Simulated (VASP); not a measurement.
# BiTe (R-3m) in VASP: further runs

Runs on BiTe. Level: LDA. Tasks: single point.

All numbers are computed with VASP 6.6.1; they aren't measurements. Logs are shortened: lines on timing, memory, paths and dates and some standing lists are left out, and cuts for length are marked.

### Step 1. The cell of the first run

Symmetry: R-3m, No. 166, trigonal system. The conventional cell has a = 4.909 Å, b = 4.909 Å, c = 10.083 Å, α = 90.00°, β = 90.00°, γ = 120.00°. Bi (site symmetry -3m) has 6 Te at 3.30 Å within 4.3 Å. Within 4.3 Å of Te (site symmetry -3m) lie 6 Bi at 3.30 Å.

### Step 2. Single point, LDA

INCAR reads:

```
PREC = Accurate ; ENCUT = 520
EDIFF = 1E-6 ; ISMEAR = -1
SIGMA = 0.05 ; LREAL = F
LASPH = T ; NELM = 60
ALGO = Normal ; ISIF = 2
LWAVE = F ; LCHARG = F
NBANDS = 18
```

KPOINTS reads:

```
Automatic mesh
0
Gamma
  7 7 7
```

POSCAR reads:

```
BiTe
1.0
    2.4545891627      1.4171577139      3.3609455389
   -2.4545891627      1.4171577139      3.3609455389
    0.0000000000     -2.8343154277      3.3609455389
Bi Te
1 1
Direct
    0.5000000000      0.5000000000      0.5000000000
    0.0000000000      0.0000000000      0.0000000000
```

Potentials or basis: VASP PAW LDA potentials, release 64 (Bi_d, Te).

On the command line:

```
$ cat potpaw_LDA.64/Bi_d/POTCAR potpaw_LDA.64/Te/POTCAR > POTCAR
$ mpirun -np 1 vasp_std > vasp.out
```

OUTCAR:

```text
PREC = Accurate
   ENCUT = 520
   EDIFF = 1E-6
   ISMEAR = -1
   LREAL = F
   LASPH = T
   NELM = 60
   ISIF = 2

 ion  position               nearest neighbor table
   1  0.500  0.500  0.500-   2 3.30   2 3.30   2 3.30   2 3.30   2 3.30   2 3.30
   2  0.000  0.000  0.000-   1 3.30   1 3.30   1 3.30   1 3.30   1 3.30   1 3.30

  LATTYP: Found a trigonal (rhomboedric) cell.
 ALAT       =     4.3965098498
 COS(alpha) =     0.3765932224

  Lattice vectors:

 A1 = (   2.4545891627,   1.4171577139,   3.3609455389)
 A2 = (  -2.4545891627,   1.4171577139,   3.3609455389)
 A3 = (   0.0000000000,  -2.8343154277,   3.3609455389)

Analysis of symmetry for initial positions (statically):
=====================================================================
 Subroutine PRICEL returns:
 Original cell was already a primitive cell.

 Routine SETGRP: Setting up the symmetry group for a
 trigonal (rhombohedral) supercell.

 Subroutine GETGRP returns: Found 12 space group operations
 (whereof 12 operations were pure point group operations)
 out of a pool of 12 trial point group operations.

The static configuration has the point symmetry D_3d.

Analysis of symmetry for dynamics (positions and initial velocities):
=====================================================================
 Subroutine PRICEL returns:
 Original cell was already a primitive cell.

 Routine SETGRP: Setting up the symmetry group for a
 trigonal (rhombohedral) supercell.

 Subroutine GETGRP returns: Found 12 space group operations
 (whereof 12 operations were pure point group operations)
 out of a pool of 12 trial point group operations.

The dynamic configuration has the point symmetry D_3d.

 Subroutine INISYM returns: Found 12 space group operations
 (whereof 12 operations are pure point group operations),
 and found     1 'primitive' translations

----------------------------------------------------------------------------------------

                                     Primitive cell

  volume of cell :      70.1471

  direct lattice vectors                    reciprocal lattice vectors
     2.454589163  1.417157714  3.360945539     0.203700076  0.117606294  0.099178439
    -2.454589163  1.417157714  3.360945539    -0.203700076  0.117606294  0.099178439
     0.000000000 -2.834315428  3.360945539     0.000000000 -0.235212588  0.099178439

  length of vectors
     4.396509850  4.396509850  4.396509850     0.255267163  0.255267163  0.255267163

  position of ions in fractional coordinates (direct lattice)
     0.500000000  0.500000000  0.500000000
     0.000000000  0.000000000  0.000000000

  ion indices of the primitive-cell ions
   primitive index   ion index
                 1           1
                 2           2

----------------------------------------------------------------------------------------

 KPOINTS: Automatic mesh

Automatic generation of k-mesh.
 Grid dimensions read from file:
 generate k-points for:    7    7    7

 Generating k-lattice:

  Cartesian coordinates                     Fractional coordinates (reciprocal lattice)
     0.029100011  0.016800899  0.014168348     0.142857143  0.000000000  0.000000000
    -0.029100011  0.016800899  0.014168348     0.000000000  0.142857143  0.000000000
     0.000000000 -0.033601798  0.014168348     0.000000000  0.000000000  0.142857143

  Length of vectors
     0.036466738  0.036466738  0.036466738

  Shift w.r.t. Gamma in fractional coordinates (k-lattice)
     0.000000000  0.000000000  0.000000000

 Subroutine IBZKPT returns following result:
 ===========================================

 Found     44 irreducible k-points:

 Following reciprocal coordinates:
            Coordinates               Weight
  0.000000  0.000000  0.000000      1.000000
  0.142857  0.000000 -0.000000      6.000000
  0.285714  0.000000 -0.000000      6.000000
  0.428571 -0.000000 -0.000000      6.000000
  0.142857  0.142857  0.000000      6.000000
  0.285714  0.142857 -0.000000     12.000000
[... 16 lines left out ...]
  0.285714  0.285714  0.142857      6.000000
  0.428571  0.285714  0.142857     12.000000
 [... further k-points ...]
   k-points           NKPTS =     44   k-points in BZ     NKDIM =     44   number of bands    NBANDS=     18
   number of dos      NEDOS =    301   number of ions     NIONS =      2
   total plane-waves  NPLWV =  46656
   dimension x,y,z NGX =    36 NGY =   36 NGZ =   36
   dimension x,y,z NGXF=    72 NGYF=   72 NGZF=   72
   ions per type =               1   1
   NGX,Y,Z   is equivalent  to a cutoff of  13.61, 13.61, 13.61 a.u.
   NGXF,Y,Z  is equivalent  to a cutoff of  27.23, 27.23, 27.23 a.u.
 SYSTEM =  unknown system
   PREC   = accura    normal or accurate (medium, high low for compatibility)
   ISTART =      0    job   : 0-new  1-cont  2-samecut
   ICHARG =      2    charge: 1-file 2-atom 10-const
   ISPIN  =      1    spin polarized calculation?
   LNONCOLLINEAR =      F non collinear calculations
   LSORBIT =      F    spin-orbit coupling
   LASPH  =      T    aspherical Exc in radial PAW
   ENCUT  =  520.0 eV  38.22 Ry    6.18 a.u.   8.17  8.17  8.17*2*pi/ulx,y,z
   NELM   =     60;   NELMIN=  2; NELMDL= -5     # of ELM steps
   EDIFF  = 0.1E-05   stopping-criterion for ELM
   LREAL  =      F    real-space projection
   EDIFFG = 0.1E-04   stopping-criterion for IOM
   NSW    =      0    number of steps for IOM
   IBRION =     -1    ionic relax: 0-MD 1-quasi-New 2-CG
   NFREE  =      0    steps in history (QN), initial steepest desc. (CG)
   ISIF   =      2    stress and relaxation
   ISYM   =      2    0-nonsym 1-usesym 2-fastsym
   POTIM  = 0.5000    time-step for ionic-motion
   TEBEG  =    0.0;   TEEND  =   0.0 temperature during run
   PSTRESS=    0.0 pullay stress
   NELECT =      21.0000    total number of electrons
   NUPDOWN=      -1.0000    fix difference up-down
   EMIN   =  10.00;   EMAX   =-10.00  energy-range for DOS
   EFERMI =   0.00;   METHOD = LEGACY
   ISMEAR =    -1;   SIGMA  =   0.05  broadening in eV -4-tet -1-fermi 0-gaus
   EFERMI_NEDOS =   21; number of points for ismear=-14 and -15
   IALGO  =     38    algorithm
   IMIX   =      4    mixing-type and parameters
     AMIX     =   0.40;   BMIX     =  1.00
     AMIX_MAG =   1.60;   BMIX_MAG =  1.00
  volume/ion in A,a.u.               =      35.07       236.69
  Fermi-wavevector in a.u.,A,eV,Ry     =   1.095161  2.069554 16.318527  1.199378
  Thomas-Fermi vector in A             =   2.231480
   LORBIT       =      0    0 simple, 1 ext, 2 COOP (PROOUT), +10 PAW based schemes
   GGA     = CA    functional components
   LHFCALC =     F    Hartree Fock is set to
   AEXX    =    0.0000 exact exchange contribution
   IVDW    =     0    specifies the selected vdW correction
   LEPSILON=     F    determine dielectric tensor
   LRPA    =     F    only Hartree local field effects (RPA)
 non-spin polarized calculation
  energy-cutoff  :      520.00
  volume of cell :       70.15
 maximum number of plane-waves:      1905
 NGX is ok and might be reduce to    36
   NGX = 17   NGY = 17   NGZ = 17

 number of electron      21.0000000 magnetization

 Free energy of the ion-electron system (eV)
  ---------------------------------------------------
  ext. energy  EPLUGINS =         0.00000000
  ---------------------------------------------------
  free energy    TOTEN  =        -8.41051605 eV

  energy without entropy =       -8.39863507  energy(sigma->0) =       -8.40457556

 E-fermi :   5.9742     XC(G=0):  -9.5431

 val. band max:        5.9283067668   @ k =  -0.4286   0.2857   0.2857
 cond. band min:       6.0534945999   @ k =  -0.2857   0.4286   0.1429
 fundamental gap:      0.1251878332
 Fermi energy:         5.9742326380

 k-point     1 :       0.0000    0.0000    0.0000
  band No.  band energies     occupation
      1     -17.1535      2.00000
      2     -17.1535      2.00000
      3     -17.1389      2.00000
      4     -17.1389      2.00000
      5     -17.1233      2.00000
      6      -7.2403      2.00000
[... 10 lines left out ...]
     17      12.6329      0.00000
     18      12.8694      0.00000

 k-point     2 :       0.1429    0.0000   -0.0000
  band No.  band energies     occupation
      1     -17.1535      2.00000
      2     -17.1533      2.00000
      3     -17.1396      2.00000
      4     -17.1376      2.00000
      5     -17.1230      2.00000
      6      -7.0760      2.00000
[... 10 lines left out ...]
     17      12.9913      0.00000
     18      13.5964      0.00000

 k-point     3 :       0.2857    0.0000   -0.0000
  band No.  band energies     occupation
      1     -17.1537      2.00000
      2     -17.1528      2.00000
      3     -17.1411      2.00000
      4     -17.1349      2.00000
      5     -17.1218      2.00000
      6      -6.5927      2.00000
[... 10 lines left out ...]
     17      14.4500      0.00000
     18      15.3666      0.00000

 k-point     4 :       0.4286   -0.0000   -0.0000
  band No.  band energies     occupation
      1     -17.1540      2.00000
      2     -17.1528      2.00000
      3     -17.1421      2.00000
      4     -17.1333      2.00000
      5     -17.1202      2.00000
      6      -5.8257      2.00000
[... 10 lines left out ...]
     17      14.3696      0.00000
     18      15.5876      0.00000

 k-point     5 :       0.1429    0.1429    0.0000
  band No.  band energies     occupation
      1     -17.1544      2.00000
      2     -17.1528      2.00000
      3     -17.1394      2.00000
      4     -17.1365      2.00000
      5     -17.1231      2.00000
      6      -7.0105      2.00000
[... 10 lines left out ...]
     17      12.5537      0.00000
     18      13.1077      0.00000

 k-point     6 :       0.2857    0.1429   -0.0000
  band No.  band energies     occupation
      1     -17.1551      2.00000
      2     -17.1525      2.00000
      3     -17.1404      2.00000
      4     -17.1337      2.00000
      5     -17.1222      2.00000
      6      -6.6322      2.00000
[... 307 lines left out ...]
 k-point    21 :      -0.2857    0.1429    0.1429
  band No.  band energies     occupation
      1     -17.1551      2.00000
      2     -17.1518      2.00000
      3     -17.1385      2.00000
      4     -17.1351      2.00000
      5     -17.1217      2.00000
      6      -6.0303      2.00000
[... 10 lines left out ...]
     17      14.3731      0.00000
     18      14.3952      0.00000

 k-point    22 :      -0.1429    0.1429    0.1429
  band No.  band energies     occupation
      1     -17.1548      2.00000
      2     -17.1517      2.00000
      3     -17.1385      2.00000
      4     -17.1373      2.00000
      5     -17.1224      2.00000
      6      -6.6683      2.00000
[... 10 lines left out ...]
     17      13.5624      0.00000
     18      13.9127      0.00000

 k-point    23 :       0.2857    0.2857    0.1429
  band No.  band energies     occupation
      1     -17.1564      2.00000
      2     -17.1538      2.00000
      3     -17.1370      2.00000
      4     -17.1309      2.00000
      5     -17.1234      2.00000
      6      -6.5569      2.00000
[... 10 lines left out ...]
     17      14.4429      0.00000
     18      14.7794      0.00000

 k-point    24 :       0.4286    0.2857    0.1429
  band No.  band energies     occupation
      1     -17.1573      2.00000
      2     -17.1536      2.00000
      3     -17.1375      2.00000
      4     -17.1290      2.00000
      5     -17.1223      2.00000
      6      -6.1011      2.00000
[... 10 lines left out ...]
     17      14.9562      0.00000
     18      15.9984      0.00000

 [... further k-points ...]
[... 5 lines left out ...]
  --------------------------------------------------------------------------------------
  -------------------------------------------------------------------------------------
  Total       -2.2847767     -2.2847767     -1.8501736      0.0000000     -0.0000000      0.0000000
  in kB      -52.1848717    -52.1848717    -42.2584284      0.0000000     -0.0000000      0.0000000
  external PRESSURE =     -48.8760573 kB  Pullay stress =       0.0000000 kB

 VOLUME and BASIS-vectors are now :
 -----------------------------------------------------------------------------
  energy-cutoff  :      520.00
  volume of cell :       70.15
      direct lattice vectors                 reciprocal lattice vectors
     2.454589163  1.417157714  3.360945539     0.203700076  0.117606294  0.099178439
    -2.454589163  1.417157714  3.360945539    -0.203700076  0.117606294  0.099178439
     0.000000000 -2.834315428  3.360945539     0.000000000 -0.235212588  0.099178439

 POSITION                                       TOTAL-FORCE (eV/Angst)
 -----------------------------------------------------------------------------------
      0.00000      0.00000      5.04142         0.000000      0.000000     -0.000000
      0.00000      0.00000      0.00000         0.000000     -0.000000      0.000000
 -----------------------------------------------------------------------------------
    total drift:                               -0.000000     -0.000000      0.000000

  FREE ENERGIE OF THE ION-ELECTRON SYSTEM (eV)
  ---------------------------------------------------
  free  energy   TOTEN  =        -8.4105160475 eV

  energy  without entropy=       -8.3986350681  energy(sigma->0) =       -8.40457556
```

Run time: 38 s. Hardware: 1 thread of Intel Xeon Platinum 8488C (Sapphire Rapids), shared host; peak memory 0.2 GiB.

What came out:

| Item | Value |
| --- | --- |
| Free energy | -8.4105 eV |
| Pressure | -4.9 GPa |

Caveat: spin-orbit coupling is left out, which moves the levels of the heavy elements.

### Step 3. Single point, LDA

This run uses another cell than the first one, of 35.75 Å³/atom, 1.019 times its volume.

INCAR reads:

```
ALGO     = Normal         # electronic algorithm
EDIFF    = 1E-6           # SCF threshold, eV
ENCUT    = 520            # plane-wave cutoff, eV
GGA      = CA             # functional
ISIF     = 2              # what is computed and relaxed
ISMEAR   = -1             # smearing method
LASPH    = T              # aspherical terms in the spheres
LCHARG   = F              # write CHGCAR
LREAL    = F              # projectors in reciprocal space
LWAVE    = F              # write WAVECAR
NBANDS   = 18             # bands
NELM     = 80             # most SCF steps
PREC     = Accurate       # precision mode
SIGMA    = 0.05           # smearing width, eV
```

KPOINTS reads:

```
k-points
0
Gamma
  7 7 7
```

POSCAR reads:

```
BiTe
1.0
    2.4702239101      1.4261844395      3.3823534125
   -2.4702239101      1.4261844395      3.3823534125
    0.0000000000     -2.8523688790      3.3823534125
Bi Te
1 1
Direct
    0.5000000000      0.5000000000      0.5000000000
    0.0000000000      0.0000000000      0.0000000000
```

Potentials or basis: VASP PAW LDA potentials, release 64 (Bi_d, Te).

On the command line:

```
$ cat potpaw_LDA.64/Bi_d/POTCAR potpaw_LDA.64/Te/POTCAR > POTCAR
$ mpirun -np 1 vasp_std > vasp.out
```

Wall time 39 s (1 thread of Intel Xeon Platinum 8488C (Sapphire Rapids), shared host); peak memory 0.2 GiB.

It converged, with:

* Free energy: -8.3672 eV
* Pressure: -5.5 GPa

Stress tensor (GPa, compression positive):
```
-5.92  0.00  0.00
 0.00 -5.92  0.00
 0.00  0.00 -4.72
```

Levels at points of the mesh, in eV from the Fermi level:
```tsv
k point	band 7	band 8	band 9	band 10	band 11	band 12	band 13	band 14
(0.00, 0.00, 0.00)	-8.48	-2.70	-2.70	-1.48	1.74	2.33	2.33	4.21
```

Caveat: spin-orbit coupling is left out, which moves the levels of the heavy elements.
